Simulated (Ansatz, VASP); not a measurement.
**Al in VASP and in Ansatz**

The input INCAR:

```
SYSTEM = Al
PREC = Accurate
ENCUT = 500
EDIFF = 1E-6
ISMEAR = -1
SIGMA = 0.1
LREAL = .FALSE.
LASPH = .TRUE.
NELM = 120
ALGO = Normal
ISIF = 2
LWAVE = .FALSE.
LCHARG = .FALSE.
GGA = PE
NBANDS = 10
GGA_COMPAT = .FALSE.
```

The input KPOINTS:

```
Automatic mesh
0
G
  4 8 8
  0 0 0
```

The input POSCAR:

```
Al
1.0
    0.0000000000      4.0400000000      4.0400000000
    2.0200000000      0.0000000000      2.0200000000
    2.0200000000      0.0000000000     -2.0200000000
Al
2
Direct
   -0.2500000000      0.0000000000     -0.5000000000
    0.2500000000      0.0000000000     -0.5000000000
```

Input for Ansatz:

```yaml
crystal:
  atoms:
  - position: [-0.24999999999999978, -4.440892098500626e-16, -0.4999999999999998]
    symbol: Al
  - position: [0.2500000000000002, -4.441331790787606e-16, -0.4999999999999998]
    symbol: Al
  lattice:
  - [0.0, 4.04, 4.04]
  - [2.02, 0.0, 2.02]
  - [2.02, 0.0, -2.02]
hamiltonian:
  dispersion: none
  pseudopotentials:
    kind: all_electron
    lapw: {basis_error: 0.025 meV}
    relativity: scalar
  xc: pbe
kpoints:
  mp_grid:
    grid: [4, 8, 8]
    shift: [0, 0, 0]
magnetization: {spin_polarized: false}
output: {forces: true, stress: true}
scf:
  convergence: {dr2_threshold: 1e-10 eV}
  lower_state_search: 'off'
  max_iter: 200
  occupations: {method: fermi_dirac, width: 0.1}
```

Alike in both runs: task single point; functional PBE; k mesh 4 × 8 × 8; occupations fermi-dirac, width 0.1 eV; no spin polarisation.

```csv
,VASP,Ansatz
version,VASP 6.6.1,Ansatz 0.2 development build
potentials or method,"VASP PAW PBE potentials, release 64 (Al), cutoff 500 eV","all-electron full-potential LAPW, scalar-relativistic"
```

```tsv
	VASP	Ansatz	Ansatz less VASP
pressure (GPa)	0.1	0.1	+0.03
```

Ansatz ran all-electron here, and VASP with PAW potentials.

The k mesh is coarse, so the values compare programs but aren't converged.
